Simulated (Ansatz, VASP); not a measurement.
**KF in VASP and in Ansatz**

```
K F
1.0
     0.00000    2.63574    2.63574
     2.63574    0.00000    2.63574
     2.63574    2.63574    0.00000
K F
1 1
Cartesian
  0.0000 0.0000 0.0000
  2.6357 2.6357 2.6357
```

Change from the starting cell: volume scaled by 0.96.

Alike in both runs: task relaxation of cell and atoms; functional PBE; dispersion D3(BJ); k mesh 7 × 7 × 7; occupations methfessel-paxton of order 1, width 0.025 eV; non-collinear spin, spin-orbit coupling.

|  | VASP | Ansatz |
| --- | --- | --- |
| version | VASP 6.6.1 | Ansatz 0.2.0 |
| potentials or method | VASP PAW PBE potentials, release 64 (K_sv, F), cutoff 600 eV | all-electron LAPW, relativistic spinors |

Ansatz gave:

* relaxed volume (Å³/atom): 19.10
* relaxed length of the cell vector where the two differ most in proportion (Å): 3.780

What did VASP give for the same quantities?

Relaxed volume (Å³/atom): 19.15; relaxed length of the cell vector where the two differ most in proportion (Å): 3.783.

Ansatz ran all-electron here, and VASP with PAW potentials.
